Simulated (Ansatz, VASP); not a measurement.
# Two plane-wave programs on Hf

The input INCAR:

```
  ALGO = Fast
  EDIFF = 1E-7
  ENCUT = 520
  GGA = PE
  ISIF = 2
  ISMEAR = 0
  LASPH = True
  LCHARG = False
  LREAL = False
  LWAVE = False
  NBANDS = 11
  NELM = 60
  PREC = Accurate
  SIGMA = 0.027000000000000003
```

The input KPOINTS:

```
k-points
0
Gamma
  10 10 10
```

POSCAR

```
Hf
1.0
   -1.8050000000      1.8050000000      1.8050000000
    1.8050000000     -1.8050000000      1.8050000000
    1.8050000000      1.8050000000     -1.8050000000
Hf
1
Direct
    0.0000000000      0.0000000000      0.0000000000
```

input.yaml

```yaml
crystal:
  lattice:
    - [-1.805, 1.805, 1.805]
    - [1.805, -1.805, 1.805]
    - [1.805, 1.805, -1.805]
  atoms:
    - { symbol: Hf, position: [0.0, 0.0, 0.0] }
hamiltonian:
  xc: pbe
  pseudopotentials: { kind: paw }
kpoints:
  mp_grid: { grid: [10, 10, 10] }
scf:
  occupations: { method: gaussian, width: 0.027 }
output:
  forces: true
  stress: true
  eigenvalues: true
  write_density: true
  write_potential: true
  elf: true
  volumetric_format: npy
```

Alike in both runs: task single point; functional PBE; k mesh 10 × 10 × 10; occupations gaussian, width 0.027 eV; no spin polarisation.

|  | VASP | Ansatz |
| --- | --- | --- |
| version | VASP 6.6.1 | Ansatz 0.2.0 |
| potentials or method | VASP PAW PBE potentials, release 64 (Hf_pv) | Ansatz PAW |
| plane-wave cutoff (eV) | 520 | 420 |
| valence electrons in the cell | 10 | 26 |

VASP gave:

```
gap on the k mesh at the Fermi level (eV) : none
pressure (GPa)                            : -5.3
```

Which values does Ansatz return?

gap on the k mesh at the Fermi level (eV): none; pressure (GPa): -5.0.

A gap of «none» marks a metal or a gap that the smearing closes. With one functional, cell and mesh, what is left measures potentials, basis and numerics. VASP's potentials hold 10 valence electrons a cell and Ansatz's 26, so a difference there can come from the potentials and not from the codes.

Neither program's run includes spin-orbit coupling.
